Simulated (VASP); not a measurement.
# RbCl (Fm-3m) in VASP: notebook

RbCl is run at these levels: PBE; tasks: single point.

All numbers are computed with VASP 6.6.1; they aren't measurements. Logs are shortened: lines on timing, memory, paths and dates and some standing lists are left out, and cuts for length are marked.

### Step 1. The cell of the first run

Symmetry: Fm-3m, No. 225, cubic system. The conventional cell has a = 6.708 Å, b = 6.708 Å, c = 6.708 Å, α = 90.00°, β = 90.00°, γ = 90.00°. Rb (site symmetry m-3m) has 6 Cl at 3.35 Å within 4.4 Å. Within 4.4 Å of Cl (site symmetry m-3m) lie 6 Rb at 3.35 Å.

### Step 2. Single point, PBE

INCAR reads:

```
SYSTEM = RbCl
PREC = Accurate
ENCUT = 500
EDIFF = 1E-6
ISMEAR = 0
SIGMA = 0.01
LREAL = .False.
LASPH = .True.
NELM = 120
ALGO = Normal
ISIF = 2
LWAVE = .False.
LCHARG = .False.
GGA = PE
NBANDS = 15
GGA_COMPAT = .False.
```

KPOINTS reads:

```
regular mesh
0
Gamma
  5 5 5
  0 0 0
```

POSCAR reads:

```
RbCl
1.0
    0.0000000000      3.3538849690      3.3538849690
    3.3538849690      0.0000000000      3.3538849690
    3.3538849690      3.3538849690      0.0000000000
Rb Cl
1 1
Direct
    0.0000000000      0.0000000000      0.0000000000
    0.5000000000      0.5000000000      0.5000000000
```

Potentials or basis: VASP PAW PBE potentials, release 64 (Rb_sv, Cl).

Started as:

```console
$ cat potpaw_PBE.64/Rb_sv/POTCAR potpaw_PBE.64/Cl/POTCAR > POTCAR
$ mpirun -np 1 vasp_std > vasp.out
```

OUTCAR:

```text
SYSTEM = RbCl
   PREC = Accurate
   ENCUT = 500
   EDIFF = 1E-6
   ISMEAR = 0
   LREAL = .False.
   LASPH = .True.
   NELM = 120
   ISIF = 2
   GGA = PE

 ion  position               nearest neighbor table
   1  0.000  0.000  0.000-   2 3.35   2 3.35   2 3.35   2 3.35   2 3.35   2 3.35
   2  0.500  0.500  0.500-   1 3.35   1 3.35   1 3.35   1 3.35   1 3.35   1 3.35

  LATTYP: Found a face centered cubic cell.
 ALAT       =     6.7077699380

  Lattice vectors:

 A1 = (   0.0000000000,   3.3538849690,   3.3538849690)
 A2 = (   3.3538849690,   0.0000000000,   3.3538849690)
 A3 = (   3.3538849690,   3.3538849690,   0.0000000000)

Analysis of symmetry for initial positions (statically):
=====================================================================
 Subroutine PRICEL returns:
 Original cell was already a primitive cell.

 Routine SETGRP: Setting up the symmetry group for a
 face centered cubic supercell.

 Subroutine GETGRP returns: Found 48 space group operations
 (whereof 48 operations were pure point group operations)
 out of a pool of 48 trial point group operations.

The static configuration has the point symmetry O_h .

Analysis of symmetry for dynamics (positions and initial velocities):
=====================================================================
 Subroutine PRICEL returns:
 Original cell was already a primitive cell.

 Routine SETGRP: Setting up the symmetry group for a
 face centered cubic supercell.

 Subroutine GETGRP returns: Found 48 space group operations
 (whereof 48 operations were pure point group operations)
 out of a pool of 48 trial point group operations.

The dynamic configuration has the point symmetry O_h .

 Subroutine INISYM returns: Found 48 space group operations
 (whereof 48 operations are pure point group operations),
 and found     1 'primitive' translations

----------------------------------------------------------------------------------------

                                     Primitive cell

  volume of cell :      75.4526

  direct lattice vectors                    reciprocal lattice vectors
     0.000000000  3.353884969  3.353884969    -0.149080843  0.149080843  0.149080843
     3.353884969  0.000000000  3.353884969     0.149080843 -0.149080843  0.149080843
     3.353884969  3.353884969  0.000000000     0.149080843  0.149080843 -0.149080843

  length of vectors
     4.743109610  4.743109610  4.743109610     0.258215595  0.258215595  0.258215595

  position of ions in fractional coordinates (direct lattice)
     0.000000000  0.000000000  0.000000000
     0.500000000  0.500000000  0.500000000

  ion indices of the primitive-cell ions
   primitive index   ion index
                 1           1
                 2           2

----------------------------------------------------------------------------------------

 KPOINTS: regular mesh

Automatic generation of k-mesh.
 Grid dimensions read from file:
 generate k-points for:    5    5    5

 Generating k-lattice:

  Cartesian coordinates                     Fractional coordinates (reciprocal lattice)
    -0.029816169  0.029816169  0.029816169     0.200000000  0.000000000  0.000000000
     0.029816169 -0.029816169  0.029816169     0.000000000  0.200000000  0.000000000
     0.029816169  0.029816169 -0.029816169     0.000000000  0.000000000  0.200000000

  Length of vectors
     0.051643119  0.051643119  0.051643119

  Shift w.r.t. Gamma in fractional coordinates (k-lattice)
     0.000000000  0.000000000  0.000000000

 Subroutine IBZKPT returns following result:
 ===========================================

 Found     10 irreducible k-points:

 Following reciprocal coordinates:
            Coordinates               Weight
  0.000000  0.000000  0.000000      1.000000
  0.200000  0.000000  0.000000      8.000000
  0.400000  0.000000  0.000000      8.000000
  0.200000  0.200000  0.000000      6.000000
  0.400000  0.200000  0.000000     24.000000
 -0.400000  0.200000  0.000000     24.000000
 -0.200000  0.200000  0.000000     12.000000
  0.400000  0.400000  0.000000      6.000000
 -0.400000  0.400000  0.000000     12.000000
 -0.400000  0.400000  0.200000     24.000000
   k-points           NKPTS =     10   k-points in BZ     NKDIM =     10   number of bands    NBANDS=     15
   number of dos      NEDOS =    301   number of ions     NIONS =      2
   total plane-waves  NPLWV =  46656
   dimension x,y,z NGX =    36 NGY =   36 NGZ =   36
   dimension x,y,z NGXF=    72 NGYF=   72 NGZF=   72
   ions per type =               1   1
   NGX,Y,Z   is equivalent  to a cutoff of  12.62, 12.62, 12.62 a.u.
   NGXF,Y,Z  is equivalent  to a cutoff of  25.24, 25.24, 25.24 a.u.
 SYSTEM =  RbCl
   PREC   = accura    normal or accurate (medium, high low for compatibility)
   ISTART =      0    job   : 0-new  1-cont  2-samecut
   ICHARG =      2    charge: 1-file 2-atom 10-const
   ISPIN  =      1    spin polarized calculation?
   LNONCOLLINEAR =      F non collinear calculations
   LSORBIT =      F    spin-orbit coupling
   LASPH  =      T    aspherical Exc in radial PAW
   ENCUT  =  500.0 eV  36.75 Ry    6.06 a.u.   8.65  8.65  8.65*2*pi/ulx,y,z
   NELM   =    120;   NELMIN=  2; NELMDL= -5     # of ELM steps
   EDIFF  = 0.1E-05   stopping-criterion for ELM
   LREAL  =      F    real-space projection
[... 7 lines left out ...]
   TEBEG  =    0.0;   TEEND  =   0.0 temperature during run
   PSTRESS=    0.0 pullay stress
   NELECT =      16.0000    total number of electrons
   NUPDOWN=      -1.0000    fix difference up-down
   EMIN   =  10.00;   EMAX   =-10.00  energy-range for DOS
   EFERMI =   0.00;   METHOD = LEGACY
   ISMEAR =     0;   SIGMA  =   0.01  broadening in eV -4-tet -1-fermi 0-gaus
   EFERMI_NEDOS =   21; number of points for ismear=-14 and -15
   IALGO  =     38    algorithm
   IMIX   =      4    mixing-type and parameters
     AMIX     =   0.40;   BMIX     =  1.00
     AMIX_MAG =   1.60;   BMIX_MAG =  1.00
  volume/ion in A,a.u.               =      37.73       254.59
  Fermi-wavevector in a.u.,A,eV,Ry     =   0.976240  1.844826 12.966962  0.953045
  Thomas-Fermi vector in A             =   2.106843
   LORBIT       =      0    0 simple, 1 ext, 2 COOP (PROOUT), +10 PAW based schemes
   GGA     = PE    functional components
   LHFCALC =     F    Hartree Fock is set to
   AEXX    =    0.0000 exact exchange contribution
   IVDW    =     0    specifies the selected vdW correction
   LEPSILON=     F    determine dielectric tensor
   LRPA    =     F    only Hartree local field effects (RPA)
 non-spin polarized calculation
 Gauss-broadening in eV      SIGMA  =   0.01
  energy-cutoff  :      500.00
  volume of cell :       75.45
 maximum number of plane-waves:      1936
   NGX = 17   NGY = 17   NGZ = 17

 number of electron      15.9999999 magnetization

 Free energy of the ion-electron system (eV)
  ---------------------------------------------------
  ext. energy  EPLUGINS =         0.00000000
  ---------------------------------------------------
  free energy    TOTEN  =        -6.67585841 eV

  energy without entropy =       -6.67585841  energy(sigma->0) =       -6.67585841

 E-fermi :  -1.9902     XC(G=0):  -7.1249

 val. band max:       -2.0818892349   @ k =   0.0000   0.0000   0.0000
 cond. band min:       2.7380524927   @ k =   0.0000   0.0000   0.0000
 fundamental gap:      4.8199417276
 Fermi energy:        -1.9901818910

 k-point     1 :       0.0000    0.0000    0.0000
  band No.  band energies     occupation
      1     -26.1442      2.00000
      2     -14.0315      2.00000
      3     -10.1930      2.00000
      4     -10.1930      2.00000
      5     -10.1930      2.00000
      6      -2.0819      2.00000
      7      -2.0819      2.00000
      8      -2.0819      2.00000
      9       2.7381      0.00000
     10       5.8675      0.00000
     11       5.8675      0.00000
     12       5.8675      0.00000
     13       6.8147      0.00000
     14       6.8147      0.00000
     15       9.8405      0.00000

 k-point     2 :       0.2000    0.0000    0.0000
  band No.  band energies     occupation
      1     -26.1401      2.00000
      2     -14.0476      2.00000
      3     -10.1970      2.00000
      4     -10.1970      2.00000
      5     -10.1879      2.00000
      6      -2.3930      2.00000
      7      -2.1873      2.00000
      8      -2.1873      2.00000
      9       3.5524      0.00000
     10       5.6513      0.00000
     11       6.3317      0.00000
     12       6.3317      0.00000
     13       7.3376      0.00000
     14       7.3376      0.00000
     15      11.1844      0.00000

 k-point     3 :       0.4000    0.0000    0.0000
  band No.  band energies     occupation
      1     -26.1336      2.00000
      2     -14.0732      2.00000
      3     -10.2033      2.00000
      4     -10.2033      2.00000
      5     -10.1800      2.00000
      6      -2.8009      2.00000
      7      -2.3478      2.00000
      8      -2.3478      2.00000
      9       5.1002      0.00000
     10       5.6715      0.00000
     11       7.5045      0.00000
     12       7.5045      0.00000
     13       8.5662      0.00000
     14       8.5662      0.00000
     15       9.8392      0.00000
[... 91 lines left out ...]
 k-point     9 :      -0.4000    0.4000    0.0000
  band No.  band energies     occupation
      1     -26.1291      2.00000
      2     -14.0069      2.00000
      3     -10.3760      2.00000
      4     -10.2568      2.00000
      5     -10.2516      2.00000
      6      -2.3790      2.00000
      7      -2.3735      2.00000
      8      -2.2546      2.00000
      9       4.6116      0.00000
     10       6.3456      0.00000
     11       6.6687      0.00000
     12       7.6206      0.00000
     13       8.3176      0.00000
     14       8.8805      0.00000
     15      10.0629      0.00000

 k-point    10 :      -0.4000    0.4000    0.2000
  band No.  band energies     occupation
      1     -26.1299      2.00000
      2     -14.0239      2.00000
      3     -10.3132      2.00000
      4     -10.3083      2.00000
      5     -10.1937      2.00000
      6      -2.5349      2.00000
      7      -2.3488      2.00000
      8      -2.2754      2.00000
      9       5.1392      0.00000
     10       5.6733      0.00000
     11       6.9471      0.00000
     12       7.6675      0.00000
     13       8.7084      0.00000
     14       8.7785      0.00000
     15       9.6510      0.00000

------------------------ aborting loop because EDIFF is reached ----------------------------------------

  FORCE on cell =-STRESS in cart. coord.  units (eV):
  Direction    XX          YY          ZZ          XY          YZ          ZX
  --------------------------------------------------------------------------------------
  -------------------------------------------------------------------------------------
  Total       -0.0306079     -0.0306079     -0.0306079      0.0000000     -0.0000000      0.0000000
  in kB       -0.6499337     -0.6499337     -0.6499337      0.0000000     -0.0000000      0.0000000
  external PRESSURE =      -0.6499337 kB  Pullay stress =       0.0000000 kB

 VOLUME and BASIS-vectors are now :
 -----------------------------------------------------------------------------
  energy-cutoff  :      500.00
  volume of cell :       75.45
      direct lattice vectors                 reciprocal lattice vectors
     0.000000000  3.353884969  3.353884969    -0.149080843  0.149080843  0.149080843
     3.353884969  0.000000000  3.353884969     0.149080843 -0.149080843  0.149080843
     3.353884969  3.353884969  0.000000000     0.149080843  0.149080843 -0.149080843

 POSITION                                       TOTAL-FORCE (eV/Angst)
 -----------------------------------------------------------------------------------
      0.00000      0.00000      0.00000         0.000000     -0.000000      0.000000
      3.35388      3.35388      3.35388        -0.000000      0.000000     -0.000000
 -----------------------------------------------------------------------------------
    total drift:                                0.000000      0.000000      0.000000

  FREE ENERGIE OF THE ION-ELECTRON SYSTEM (eV)
  ---------------------------------------------------
  free  energy   TOTEN  =        -6.6758584071 eV

  energy  without entropy=       -6.6758584071  energy(sigma->0) =       -6.67585841
```

Run time: 26 s. Hardware: 1 thread of Intel Xeon 8259CL, shared host; peak memory 0.2 GiB.

What came out:

```yaml
Free_energy: -6.6759 eV
Pressure: -0.1 GPa
Band_gap_on_the_k_mesh: 4.82 eV, direct
```

### Step 3. Single point, PBE

This run uses another cell than the first one, of 38.60 Å³/atom, 1.023 times its volume.

INCAR, as its differences from that of step 2:

```diff
@@ -12,4 +12,6 @@
 LWAVE = .False.
-LCHARG = .False.
+LCHARG = .True.
 GGA = PE
+LELF = .True.
+LVHAR = .True.
 NBANDS = 15
```

KPOINTS is that of step 2.

POSCAR reads:

```
RbCl
1.0
    0.0000000000      3.3796850980      3.3796850980
    3.3796850980      0.0000000000      3.3796850980
    3.3796850980      3.3796850980      0.0000000000
Rb Cl
1 1
Direct
    0.0000000000      0.0000000000      0.0000000000
    0.5000000000      0.5000000000      0.5000000000
```

Potentials or basis: VASP PAW PBE potentials, release 64 (Rb_sv, Cl).

Started as:

```console
$ cat potpaw_PBE.64/Rb_sv/POTCAR potpaw_PBE.64/Cl/POTCAR > POTCAR
$ mpirun -np 1 vasp_std > vasp.out
```

Wall time 26 s (1 thread of Intel Xeon 8259CL, shared host); peak memory 0.2 GiB.

The run converged. Its results:

* Free energy: -6.6739 eV
* Pressure: -0.4 GPa
* Band gap on the k mesh: 4.75 eV, direct

Levels at points of the mesh, in eV from the valence-band top:
| k point | band 5 | band 6 | band 7 | band 8 | band 9 | band 10 | band 11 | band 12 |
| --- | --- | --- | --- | --- | --- | --- | --- | --- |
| (0.00, 0.00, 0.00) | -8.17 | 0.00 | 0.00 | 0.00 | 4.75 | 7.93 | 7.93 | 7.93 |
